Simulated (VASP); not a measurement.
# HgTe: phonons with r2SCAN

HgTe:

```
Hg Te
1.0
     0.00000    3.25245    3.25245
     3.25245    0.00000    3.25245
     3.25245    3.25245    0.00000
Hg Te
1 1
Direct
  0.00000 0.00000 0.00000
  0.75000 0.75000 0.75000
```

```json
{"Program": "VASP 6.6.1", "Task": "phonons", "Functional": "r2SCAN", "Potentials or basis": "VASP PAW PBE potentials, release 64 (Hg, Te)", "Cutoff": "520 eV", "k mesh": "10 × 10 × 10", "Occupations": "fermi-dirac, width 0.1 eV", "Spin": "no spin polarisation", "Dipole correction": "no", "Further INCAR settings": "ALGO = Normal; EDIFF = 1e-08; IBRION = 6; POTIM = 0.015; NSW = 1"}
```

| Item | Value |
| --- | --- |
| Highest phonon frequency at Γ, LO-TO splitting left out | 110 cm⁻¹ |

Phonon frequencies in cm⁻¹ (negative: imaginary):
```
              q point        frequencies
(0.000, 0.000, 0.000)  0 0 0 110 110 110
```

Wall time 25 min on 1 thread of AMD EPYC 9R45 96-Core Processor (Zen 5), with other jobs on the host, peak memory 0.4 GiB.

Caveat: the cell stands under pressure or tension, which shifts response properties.
